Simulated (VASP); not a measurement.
Runs of VASP 6.6.1 on Pt. The structure is that of space group P6_3/mmc (No. 194), or close to it. The cells are those of the table. This isn't the form of Pt at room conditions, which is fcc.

| cell | gap on the mesh (eV) | pressure (GPa) |
| --- | --- | --- |
| a = 2.789, b = 2.789, c = 4.628 Å, angles 90.0, 90.0, 120.0°, 2 atoms | none | -8.3 |
| a = 2.789, b = 2.789, c = 4.707 Å, angles 90.0, 90.0, 120.0°, 2 atoms | none | (a) |
| a = 2.789, b = 2.789, c = 4.472 Å, angles 90.0, 90.0, 120.0°, 2 atoms | none | (b) |
| a = 2.725, b = 2.725, c = 4.785 Å, angles 90.0, 90.0, 120.0°, 2 atoms | none | -4.3 |
| a = 2.725, b = 2.725, c = 4.864 Å, angles 90.0, 90.0, 120.0°, 2 atoms | none | (c) |
| a = 2.725, b = 2.725, c = 4.628 Å, angles 90.0, 90.0, 120.0°, 2 atoms | none | 4.4 |
| a = 2.725, b = 2.725, c = 4.707 Å, angles 90.0, 90.0, 120.0°, 2 atoms | none | -0.3 |
| a = 2.662, b = 2.662, c = 4.942 Å, angles 90.0, 90.0, 120.0°, 2 atoms | none | 3.0 |
| a = 2.789, b = 2.789, c = 4.550 Å, angles 90.0, 90.0, 120.0°, 2 atoms | none | -3.8 |
| a = 2.852, b = 2.852, c = 4.472 Å, angles 90.0, 90.0, 120.0°, 2 atoms | none | -9.8 |

Alike in all rows: task single point; level PBEsol; potentials or basis VASP PAW PBE potentials, release 64 (Pt); no spin polarisation; k mesh 18 × 18 × 10; cutoff (eV) 520; smearing gaussian 0.15 eV.

Task: Fill in the values left out.

Result: (a) -12.1; (b) 1.3; (c) -7.8.

Caveats: the PAW data sets were made with another functional, which shifts forces and pressure a little; spin-orbit coupling is left out, which moves the levels of the heavy elements; the cell stands under tension (at least some runs); the stress differs along the axes, from -10 to -4 GPa (at least some runs); the stress differs along the axes, from -2 to 8 GPa (at least some runs); the stress differs along the axes, from -12 to -6 GPa (at least some runs); the cell stands under pressure (at least some runs).

A k mesh can miss the band edges, and the runs leave out spin-orbit coupling on Pt.

A gap of «none» marks levels without a gap at the run's occupations.
